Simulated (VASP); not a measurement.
The system is InP.

```xyz
4
Lattice="2.2046 -5.5652 0.0000 2.2046 5.5652 0.0000 0.0000 0.0000 4.1744" Properties=species:S:1:pos:R:3 pbc="T T T"
In    2.2046   -0.9238    3.1308
In    2.2046    0.9238    1.0436
P     2.2046   -4.0292    3.1308
P     2.2046    4.0292    1.0436
```

The cell was generated, and may not be a known phase.

| Item | Value |
| --- | --- |
| Program | VASP 6.6.1 |
| Task | relaxation of cell and atoms |
| Functional | PBE |
| Potentials or basis | VASP PAW PBE potentials, release 64 (In_d, P) |
| Cutoff | 600 eV |
| k mesh | 4 × 4 × 4 |
| Occupations | gaussian, width 0.1 eV |
| Spin | no spin polarisation |

At the start: pressure -5.4 GPa; volume 25.61 Å³/atom.

Task: Where does the relaxation end?

Result: Over 29 steps the energy falls by 503.2 meV/atom and the volume is 22.54 Å³/atom (-12.0 %); space group Cmcm (No. 63, to 0.1 Å) before and after.

The path:
| step | energy change (eV) | largest force (eV/Å) | pressure (GPa) | volume (Å³) |
| --- | --- | --- | --- | --- |
| 1 | 0.0000 | 2.2145 | -5.35 | 102.43 |
| 2 | -0.8323 | 1.8976 | -1.82 | 90.19 |
| 3 | -1.1294 | 1.2583 | 6.12 | 79.59 |
| 4 | -1.4866 | 0.6678 | 2.68 | 83.06 |
| 5 | -1.5273 | 0.8186 | 2.10 | 84.25 |
| 6 | -1.5591 | 1.0664 | 1.64 | 86.57 |
| 7 | -1.8161 | 0.4298 | -2.09 | 92.84 |
| 8 | -1.8207 | 0.3920 | -1.84 | 91.99 |
| 9 | -1.8209 | 0.3836 | -1.80 | 91.84 |
| 10 | -1.8526 | 0.3192 | 1.51 | 88.34 |
| 11 | -1.8563 | 0.3347 | 0.63 | 89.15 |
| 12 | -1.8936 | 0.2603 | 0.70 | 89.19 |
| 13 | -1.9106 | 0.4442 | 1.34 | 89.20 |
| 14 | -1.9242 | 0.2856 | 0.92 | 89.22 |
| 15 | -1.9495 | 0.1347 | -0.55 | 91.41 |
| 16 | -1.9533 | 0.1447 | -1.42 | 92.81 |
| 17 | -1.9695 | 0.1247 | -1.26 | 92.74 |
| 18 | -1.9989 | 0.0465 | -0.72 | 92.45 |
| 19 | -1.9992 | 0.0614 | -0.66 | 92.41 |
| 20 | -2.0044 | 0.0313 | 0.10 | 91.26 |
| 21 | -2.0047 | 0.0535 | 0.35 | 90.91 |
| 22 | -2.0079 | 0.0837 | 0.24 | 90.98 |
| 23 | -2.0088 | 0.1068 | 0.13 | 91.02 |
| 24 | -2.0101 | 0.0647 | -0.15 | 91.31 |
| 25 | -2.0101 | 0.0496 | -0.25 | 91.42 |
| 26 | -2.0109 | 0.0331 | -0.06 | 91.03 |
| 27 | -2.0110 | 0.0224 | 0.07 | 90.80 |
| 28 | -2.0118 | 0.0210 | 0.09 | 90.64 |
| 29 | -2.0130 | 0.0198 | 0.14 | 90.15 |

Final structure:
```
CELL_PARAMETERS angstrom
1.86944 -6.17710 0.00000
1.86944 6.17710 0.00000
0.00000 0.00000 3.90344
ATOMIC_POSITIONS crystal
In 0.65690 0.34310 0.75000
In 0.34310 0.65690 0.25000
P 0.88170 0.11830 0.75000
P 0.11830 0.88170 0.25000
```

Caveat: the k points lie up to 0.44 Å⁻¹ apart in the final cell, too coarse for converged energies and pressures of a metal.
